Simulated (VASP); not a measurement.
# NaBe6Hg (Fm-3m) in VASP: a series of runs, part 2 of 2

VASP 6.6.1. Earlier steps stand in the parts before.

## (3) Relaxation of cell and atoms, PBE

File INCAR:

```
SYSTEM = NaBe6Hg
ALGO = Normal
EDIFF = 1E-6
EDIFFG = -0.01
ENCUT = 600
GGA = PE
IBRION = 2
ISIF = 3
ISMEAR = 0
LASPH = .True.
LCHARG = .False.
LREAL = .False.
LWAVE = .False.
NELM = 100
NSW = 100
PREC = Accurate
SIGMA = 0.1
```

File KPOINTS:

```
k-points
0
Gamma
  10 10 10
  0 0 0
```

File POSCAR:

```
NaBe6Hg
1.0
    0.0000000000      3.6133531291      3.6133531291
    3.6133531291      0.0000000000      3.6133531291
    3.6133531291      3.6133531291      0.0000000000
Na Be Hg
1 6 1
Direct
    0.0000000000      0.0000000000      0.0000000000
    0.5000000000      0.0000000000      0.0000000000
    0.0000000000      0.5000000000      0.5000000000
    0.0000000000      0.5000000000      0.0000000000
    0.5000000000      0.0000000000      0.5000000000
    0.0000000000      0.0000000000      0.5000000000
    0.5000000000      0.5000000000      0.0000000000
    0.5000000000      0.5000000000      0.5000000000
```

Potentials or basis: VASP PAW PBE potentials, release 64 (Na_pv, Be, Hg).

On the command line:

```console
$ cat potpaw_PBE.64/Na_pv/POTCAR potpaw_PBE.64/Be/POTCAR potpaw_PBE.64/Hg/POTCAR > POTCAR
$ mpirun -np 1 vasp_std > vasp.out
```

OUTCAR:

```text
SYSTEM = NaBe6Hg
   EDIFF = 1E-6
   EDIFFG = -0.01
   ENCUT = 600
   GGA = PE
   IBRION = 2
   ISIF = 3
   ISMEAR = 0
   LASPH = .True.
   LREAL = .False.
   NELM = 100
   NSW = 100
   PREC = Accurate

 ion  position               nearest neighbor table
   1  0.000  0.000  0.000-   2 2.56   4 2.56   6 2.56   3 2.56   5 2.56   6 2.56   3 2.56   4 2.56
                             7 2.56   2 2.56   5 2.56   7 2.56
   2  0.500  0.000  0.000-   1 2.56   8 2.56   8 2.56   1 2.56
   3  0.000  0.500  0.500-   8 2.56   1 2.56   1 2.56   8 2.56
   4  0.000  0.500  0.000-   1 2.56   8 2.56   1 2.56   8 2.56
   5  0.500  0.000  0.500-   8 2.56   1 2.56   8 2.56   1 2.56
   6  0.000  0.000  0.500-   1 2.56   1 2.56   8 2.56   8 2.56
   7  0.500  0.500  0.000-   8 2.56   8 2.56   1 2.56   1 2.56
   8  0.500  0.500  0.500-   3 2.56   5 2.56   7 2.56   2 2.56   4 2.56   7 2.56   2 2.56   5 2.56
                             6 2.56   3 2.56   4 2.56   6 2.56

  LATTYP: Found a face centered cubic cell.
 ALAT       =     7.2267062582

  Lattice vectors:

 A1 = (   0.0000000000,   3.6133531291,   3.6133531291)
 A2 = (   3.6133531291,   0.0000000000,   3.6133531291)
 A3 = (   3.6133531291,   3.6133531291,   0.0000000000)

Analysis of symmetry for initial positions (statically):
=====================================================================
 Subroutine PRICEL returns:
 Original cell was already a primitive cell.

 Routine SETGRP: Setting up the symmetry group for a
 face centered cubic supercell.

 Subroutine GETGRP returns: Found 48 space group operations
 (whereof 48 operations were pure point group operations)
 out of a pool of 48 trial point group operations.

The static configuration has the point symmetry O_h .

Analysis of symmetry for dynamics (positions and initial velocities):
=====================================================================
 Subroutine PRICEL returns:
 Original cell was already a primitive cell.

 Routine SETGRP: Setting up the symmetry group for a
 face centered cubic supercell.

 Subroutine GETGRP returns: Found 48 space group operations
 (whereof 48 operations were pure point group operations)
 out of a pool of 48 trial point group operations.

The dynamic configuration has the point symmetry O_h .

 Subroutine INISYM returns: Found 48 space group operations
 (whereof 48 operations are pure point group operations),
 and found     1 'primitive' translations

----------------------------------------------------------------------------------------

                                     Primitive cell

  volume of cell :      94.3542

  direct lattice vectors                    reciprocal lattice vectors
     0.000000000  3.613353129  3.613353129    -0.138375626  0.138375626  0.138375626
[... 144 lines left out ...]
  ext. energy  EPLUGINS =         0.00000000
  ---------------------------------------------------
  free energy    TOTEN  =       -18.45387254 eV

  energy without entropy =      -18.44521021  energy(sigma->0) =      -18.44954138

------------------------ aborting loop because EDIFF is reached ----------------------------------------

  FORCE on cell =-STRESS in cart. coord.  units (eV):
  Direction    XX          YY          ZZ          XY          YZ          ZX
  --------------------------------------------------------------------------------------
  -------------------------------------------------------------------------------------
  Total        0.2171920      0.2171920      0.2171920     -0.0000000      0.0000000     -0.0000000
  in kB        3.6880192      3.6880192      3.6880192     -0.0000000      0.0000000     -0.0000000
  external PRESSURE =       3.6880192 kB  Pullay stress =       0.0000000 kB

 VOLUME and BASIS-vectors are now :
 -----------------------------------------------------------------------------
  energy-cutoff  :      600.00
  volume of cell :       94.35
      direct lattice vectors                 reciprocal lattice vectors
     0.000000000  3.613353129  3.613353129    -0.138375626  0.138375626  0.138375626
     3.613353129  0.000000000  3.613353129     0.138375626 -0.138375626  0.138375626
     3.613353129  3.613353129  0.000000000     0.138375626  0.138375626 -0.138375626

 POSITION                                       TOTAL-FORCE (eV/Angst)
 -----------------------------------------------------------------------------------
      0.00000      0.00000      0.00000        -0.000000     -0.000000      0.000000
      0.00000      1.80668      1.80668        -0.000000      0.000000      0.000000
      3.61335      1.80668      1.80668         0.000000      0.000000     -0.000000
      1.80668      0.00000      1.80668        -0.000000     -0.000000      0.000000
      1.80668      3.61335      1.80668        -0.000000      0.000000      0.000000
      1.80668      1.80668      0.00000        -0.000000     -0.000000      0.000000
      1.80668      1.80668      3.61335        -0.000000     -0.000000      0.000000
      3.61335      3.61335      3.61335         0.000000      0.000000     -0.000000
 -----------------------------------------------------------------------------------
    total drift:                               -0.000000     -0.000000     -0.000000

  FREE ENERGIE OF THE ION-ELECTRON SYSTEM (eV)
  ---------------------------------------------------
  free  energy   TOTEN  =       -18.4538725411 eV

  energy  without entropy=      -18.4452102112  energy(sigma->0) =      -18.44954138

--------------------------------------- Ionic step        2  -------------------------------------------

 number of electron      30.9999997 magnetization

 Free energy of the ion-electron system (eV)
  ---------------------------------------------------
  ext. energy  EPLUGINS =         0.00000000
  ---------------------------------------------------
  free energy    TOTEN  =       -18.45434237 eV

  energy without entropy =      -18.44563211  energy(sigma->0) =      -18.44998724

 E-fermi :   5.1022     XC(G=0): -10.2669

 val. band max:        5.0988218269   @ k =   0.0000   0.0000   0.0000
 cond. band min:       5.1383571016   @ k =   0.1000   0.1000   0.0000
 fundamental gap:      0.0395352747
 Fermi energy:         5.1022217101

 k-point     1 :       0.0000    0.0000    0.0000
  band No.  band energies     occupation
      1     -18.2885      2.00000
      2     -18.2885      2.00000
      3     -18.2885      2.00000
      4      -5.1088      2.00000
      5      -3.8211      2.00000
      6      -3.8211      2.00000
[... 541 lines left out ...]
     19       7.9430      0.00000
     20       8.2635      0.00000

 [... further k-points ...]

------------------------ aborting loop because EDIFF is reached ----------------------------------------

  FORCE on cell =-STRESS in cart. coord.  units (eV):
  Direction    XX          YY          ZZ          XY          YZ          ZX
  --------------------------------------------------------------------------------------
  -------------------------------------------------------------------------------------
  Total        0.0270443      0.0270443      0.0270443      0.0000000     -0.0000000      0.0000000
  in kB        0.4574251      0.4574251      0.4574251      0.0000000     -0.0000000      0.0000000
  external PRESSURE =       0.4574251 kB  Pullay stress =       0.0000000 kB

 VOLUME and BASIS-vectors are now :
 -----------------------------------------------------------------------------
  energy-cutoff  :      600.00
  volume of cell :       94.73
      direct lattice vectors                 reciprocal lattice vectors
    -0.000000000  3.618085681  3.618085681    -0.138194627  0.138194627  0.138194627
     3.618085681  0.000000000  3.618085681     0.138194627 -0.138194627  0.138194627
     3.618085681  3.618085681 -0.000000000     0.138194627  0.138194627 -0.138194627

 POSITION                                       TOTAL-FORCE (eV/Angst)
 -----------------------------------------------------------------------------------
      3.61809      3.61809     -0.00000        -0.000000     -0.000000      0.000000
      3.61809      1.80904      5.42713         0.000000     -0.000000      0.000000
      3.61809      1.80904      1.80904        -0.000000      0.000000     -0.000000
      5.42713      3.61809      1.80904        -0.000000      0.000000      0.000000
      1.80904      3.61809      1.80904        -0.000000      0.000000     -0.000000
      1.80904      1.80904     -0.00000         0.000000     -0.000000     -0.000000
      5.42713      5.42713      3.61809         0.000000     -0.000000      0.000000
      3.61809      3.61809      3.61809         0.000000      0.000000     -0.000000
 -----------------------------------------------------------------------------------
    total drift:                               -0.000000      0.000000     -0.000000

  FREE ENERGIE OF THE ION-ELECTRON SYSTEM (eV)
  ---------------------------------------------------
  free  energy   TOTEN  =       -18.4543423691 eV

  energy  without entropy=      -18.4456321130  energy(sigma->0) =      -18.44998724

 reached required accuracy - stopping structural energy minimisation
```

Run time: 2.2 min. Hardware: 1 thread of Intel Xeon Platinum 8488C (Sapphire Rapids), shared host; peak memory 0.33 GiB.

What came out:

| Item | Value |
| --- | --- |
| Free energy | -18.4543 eV |
| Relaxed volume | 11.84 Å³/atom |
| Relaxed cell | a = 5.117 Å, b = 5.117 Å, c = 5.117 Å, α = 60.00°, β = 60.00°, γ = 60.00° |
| Space group after relaxing (to 0.1 Å) | Fm-3m (No. 225) |
| Energy gained by relaxing | 0.1 meV/atom |
| Ionic steps | 2 |
| Pressure after relaxing | 0.0 GPa |

Step by step:
| step | energy change (eV) | largest force (eV/Å) | pressure (GPa) | volume (Å³) |
| --- | --- | --- | --- | --- |
| 1 | 0.0000 | 0.0000 | 0.37 | 94.35 |
| 2 | -0.0005 | 0.0000 | 0.05 | 94.73 |

Final structure:
```cif
data_structure
_symmetry_space_group_name_H-M 'P 1'
_symmetry_Int_Tables_number 1
_cell_length_a 5.1167
_cell_length_b 5.1167
_cell_length_c 5.1167
_cell_angle_alpha 60.000
_cell_angle_beta 60.000
_cell_angle_gamma 60.000
_cell_volume 94.73
loop_
_atom_site_label
_atom_site_type_symbol
_atom_site_fract_x
_atom_site_fract_y
_atom_site_fract_z
_atom_site_occupancy
Na1 Na 0.00000 0.00000 0.00000 1
Be1 Be 0.50000 0.00000 0.00000 1
Be2 Be 0.00000 0.50000 0.50000 1
Be3 Be 0.00000 0.50000 0.00000 1
Be4 Be 0.50000 0.00000 0.50000 1
Be5 Be 0.00000 0.00000 0.50000 1
Be6 Be 0.50000 0.50000 0.00000 1
Hg1 Hg 0.50000 0.50000 0.50000 1
```

Caveat: the highest band is partly filled, so the run has too few bands; spin-orbit coupling is left out, which moves the levels of the heavy elements.

## (4) Single point, PBE

This run uses another cell than the first one, of 12.36 Å³/atom.

File INCAR:

```
PREC     = Accurate       # precision mode
ENCUT    = 520            # plane-wave cutoff, eV
EDIFF    = 1E-7           # SCF threshold, eV
ISMEAR   = 0              # smearing method
SIGMA    = 0.1            # smearing width, eV
LREAL    = False          # projectors in reciprocal space
LASPH    = True           # aspherical terms in the spheres
NELM     = 100            # most SCF steps
ALGO     = Normal         # electronic algorithm
ISIF     = 2              # what is computed and relaxed
LWAVE    = False          # write WAVECAR
LCHARG   = False          # write CHGCAR
GGA      = PE             # functional
NBANDS   = 26             # bands
```

File KPOINTS:

```
regular mesh
0
Gamma
  4 4 4
```

POSCAR: that of step 3 with these lines changed.

```diff
@@ -2,5 +2,5 @@
 1.0
-    0.0000000000      3.6133531291      3.6133531291
-    3.6133531291      0.0000000000      3.6133531291
-    3.6133531291      3.6133531291      0.0000000000
+    0.0000000000      3.6700093200      3.6700093200
+    3.6700093200      0.0000000000      3.6700093200
+    3.6700093200      3.6700093200      0.0000000000
 Na Be Hg
```

On the command line:

```console
$ cat potpaw_PBE.64/Na_pv/POTCAR potpaw_PBE.64/Be/POTCAR potpaw_PBE.64/Hg/POTCAR > POTCAR
$ mpirun -np 1 vasp_std > vasp.out
```

It took 20 s on 1 thread of Intel Xeon Platinum 8488C (Sapphire Rapids), shared host; peak memory 0.24 GiB.

Results (log left out):

* Free energy: -18.3708 eV
* Pressure: -3.5 GPa
* Band gap on the k mesh: zero (an odd number of electrons rules out a gap without spin polarisation)

Levels at points of the mesh, in eV from the Fermi level:
```tsv
k point	band 14	band 15	band 16	band 17	band 18	band 19
(0.00, 0.00, 0.00)	-0.80	-0.80	-0.80	-0.49	0.10	0.10
(0.50, 0.00, 0.00)	-2.20	-1.29	-1.29	1.87	1.87	3.13
(0.50, 0.50, 0.00)	-3.13	1.47	1.47	2.40	2.40	3.57
```

Caveat: the k points lie up to 0.37 Å⁻¹ apart, too coarse for converged energies and pressures of a metal; spin-orbit coupling is left out, which moves the levels of the heavy elements.

## (5) Overview

```csv
task,cell,k mesh,cutoff (eV),gap on the mesh (eV),pressure (GPa)
single point,"a = 5.113 Å, angles 60.0°, 8 atoms",10 × 10 × 10,520,none,0.2
relaxation of cell and atoms,"relaxed from a = 5.110 Å, angles 60.0°, 8 atoms",10 × 10 × 10,600,-,0.0
single point,"a = 5.190 Å, angles 60.0°, 8 atoms",4 × 4 × 4,520,none,-3.5
```

Alike in all rows: level PBE; potentials or basis VASP PAW PBE potentials, release 64 (Na_pv, Be, Hg); no spin polarisation; smearing gaussian 0.1 eV.

Caveats: some runs use coarse meshes; spin-orbit coupling is left out, which moves the levels of the heavy elements; the highest band is partly filled, so the run has too few bands (at least some runs).

Total energies depend on the potentials used, so only differences within one code and one set of settings carry meaning.
